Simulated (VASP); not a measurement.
# AlGa3As2 (R-3m) in VASP: a series of runs, part 2 of 2

VASP 6.6.1. Earlier steps stand in the parts before.

## (3) Single point, PBE

This run uses another cell than the first one, of 20.06 Å³/atom, 1.049 times its volume.

Contents of INCAR:

```
ALGO = Fast ; EDIFF = 1E-6
ENCUT = 520 ; GGA = PE
ISIF = 2 ; ISMEAR = 0
LASPH = T ; LCHARG = F
LREAL = F ; LWAVE = F
NBANDS = 35 ; NELM = 60
PREC = Accurate ; SIGMA = 0.1
```

Contents of KPOINTS:

```
k-points
0
Gamma
  6 6 6
```

Contents of POSCAR:

```
AlGa3As2
1.0
    1.9493017226      1.1254298743      9.1461840366
   -1.9493017226      1.1254298743      9.1461840366
    0.0000000000     -2.2508597486      9.1461840366
Al Ga As
1 3 2
Direct
    0.5000000000      0.5000000000      0.5000000000
    0.0000000000      0.0000000000      0.0000000000
    0.3932787344      0.3932787344      0.3932787344
    0.6067212656      0.6067212656      0.6067212656
    0.7810916377      0.7810916377      0.7810916377
    0.2189083623      0.2189083623      0.2189083623
```

Potentials or basis: VASP PAW PBE potentials, release 64 (Al, Ga_d, As).

Command:

```sh
$ cat potpaw_PBE.64/Al/POTCAR potpaw_PBE.64/Ga_d/POTCAR potpaw_PBE.64/As/POTCAR > POTCAR
$ mpirun -np 1 vasp_std > vasp.out
```

OUTCAR:

```text
EDIFF = 1E-6
   ENCUT = 520
   GGA = PE
   ISIF = 2
   ISMEAR = 0
   LASPH = T
   LREAL = F
   NELM = 60
   PREC = Accurate

 ion  position               nearest neighbor table
   1  0.500  0.500  0.500-   6 2.67   6 2.67   5 2.67   5 2.67   6 2.67   5 2.67   4 2.93   3 2.93

   2  0.000  0.000  0.000-   4 2.79   4 2.79   3 2.79   3 2.79   4 2.79   3 2.79
   3  0.393  0.393  0.393-   5 2.70   5 2.70   5 2.70   2 2.79   2 2.79   2 2.79   1 2.93
   4  0.607  0.607  0.607-   6 2.70   6 2.70   6 2.70   2 2.79   2 2.79   2 2.79   1 2.93
   5  0.781  0.781  0.781-   1 2.67   1 2.67   1 2.67   3 2.70   3 2.70   3 2.70
   6  0.219  0.219  0.219-   1 2.67   1 2.67   1 2.67   4 2.70   4 2.70   4 2.70

  LATTYP: Found a trigonal (rhomboedric) cell.
 ALAT       =     9.4190791503
 COS(alpha) =     0.9143413479

  Lattice vectors:

 A1 = (   1.9493017226,   1.1254298743,   9.1461840366)
 A2 = (  -1.9493017226,   1.1254298743,   9.1461840366)
 A3 = (   0.0000000000,  -2.2508597486,   9.1461840366)

Analysis of symmetry for initial positions (statically):
=====================================================================
 Subroutine PRICEL returns:
 Original cell was already a primitive cell.

[... 177 lines left out ...]

 E-fermi :   5.2584     XC(G=0): -10.2833

 val. band max:        5.2378042034   @ k =   0.0000   0.0000   0.0000
 cond. band min:       5.2613222362   @ k =   0.3333   0.3333   0.1667
 fundamental gap:      0.0235180329
 Fermi energy:         5.2584365469

 k-point     1 :       0.0000    0.0000    0.0000
  band No.  band energies     occupation
      1      -9.7920      2.00000
      2      -9.7920      2.00000
      3      -9.6907      2.00000
      4      -9.6681      2.00000
      5      -9.6681      2.00000
      6      -9.5919      2.00000
[... 901 lines left out ...]
     34      10.9932      0.00000
     35      12.0763      0.00000

 [... further k-points ...]
[... 5 lines left out ...]
  --------------------------------------------------------------------------------------
  -------------------------------------------------------------------------------------
  Total        0.0434753      0.0434753      0.2411050      0.0000000     -0.0000000      0.0000000
  in kB        0.5785812      0.5785812      3.2086923      0.0000000     -0.0000000      0.0000000
  external PRESSURE =       1.4552849 kB  Pullay stress =       0.0000000 kB

 VOLUME and BASIS-vectors are now :
 -----------------------------------------------------------------------------
  energy-cutoff  :      520.00
  volume of cell :      120.39
      direct lattice vectors                 reciprocal lattice vectors
     1.949301723  1.125429874  9.146184037     0.256502107  0.148091561  0.036445072
    -1.949301723  1.125429874  9.146184037    -0.256502107  0.148091561  0.036445072
     0.000000000 -2.250859749  9.146184037     0.000000000 -0.296183122  0.036445072

 POSITION                                       TOTAL-FORCE (eV/Angst)
 -----------------------------------------------------------------------------------
      0.00000      0.00000     13.71928        -0.000000      0.000000     -0.000000
      0.00000      0.00000      0.00000         0.000000      0.000000     -0.000000
      0.00000      0.00000     10.79100         0.000000      0.000000     -0.014203
      0.00000      0.00000     16.64755         0.000000     -0.000000      0.014203
      0.00000      0.00000     21.43202         0.000000      0.000000      0.003330
      0.00000      0.00000      6.00653         0.000000      0.000000     -0.003330
 -----------------------------------------------------------------------------------
    total drift:                               -0.000000     -0.000000      0.000000

  FREE ENERGIE OF THE ION-ELECTRON SYSTEM (eV)
  ---------------------------------------------------
  free  energy   TOTEN  =       -22.2450106341 eV

  energy  without entropy=      -22.2384842861  energy(sigma->0) =      -22.24174746
```

OSZICAR:

```text
N       E                     dE             d eps       ncg     rms          rms(c)
DAV:   1     0.376642570227E+03    0.37664E+03   -0.24126E+04  2359   0.218E+03
DAV:   2     0.296361659153E+02   -0.34701E+03   -0.33489E+03  2360   0.502E+02
DAV:   3    -0.201565203586E+02   -0.49793E+02   -0.48438E+02  2685   0.144E+02
DAV:   4    -0.224205244405E+02   -0.22640E+01   -0.22466E+01  2681   0.306E+01
DAV:   5    -0.224825658037E+02   -0.62041E-01   -0.61924E-01  2989   0.509E+00    0.380E+00
RMM:   6    -0.222656004051E+02    0.21697E+00   -0.37942E-01  3214   0.415E+00    0.211E+00
RMM:   7    -0.222458319683E+02    0.19768E-01   -0.79603E-02  3224   0.123E+00    0.105E+00
RMM:   8    -0.222450678514E+02    0.76412E-03   -0.24119E-02  3623   0.754E-01    0.182E-01
RMM:   9    -0.222448670966E+02    0.20075E-03   -0.29046E-03  3260   0.359E-01    0.682E-02
RMM:  10    -0.222449941629E+02   -0.12707E-03   -0.80920E-04  3514   0.181E-01    0.307E-02
RMM:  11    -0.222450078400E+02   -0.13677E-04   -0.16341E-04  3826   0.781E-02    0.147E-02
RMM:  12    -0.222450095997E+02   -0.17597E-05   -0.39524E-05  3376   0.348E-02    0.462E-03
RMM:  13    -0.222450104886E+02   -0.88886E-06   -0.11130E-05  3162   0.246E-02    0.265E-03
RMM:  14    -0.222450106341E+02   -0.14546E-06   -0.32351E-06  2292   0.126E-02
   1 F= -.22245011E+02 E0= -.22241747E+02  d E =-.652635E-02
```

Wall time 22 min (1 thread of Intel Xeon Platinum 8488C (Sapphire Rapids), shared host); peak memory 0.76 GiB.

Results:

```yaml
Free_energy: -22.2450 eV
Pressure: 0.1 GPa
Largest_force: 0.014 eV/Å
Band_gap_on_the_k_mesh: zero (band 26 reaches 6.47 eV, above the bottom of band 27 at 4.29 eV)
```

Forces on the atoms (eV/Å):
```
Al   0.000  0.000  0.000
Ga   0.000  0.000  0.000
Ga   0.000  0.000 -0.014
Ga   0.000  0.000  0.014
As   0.000  0.000  0.003
As   0.000  0.000 -0.003
```
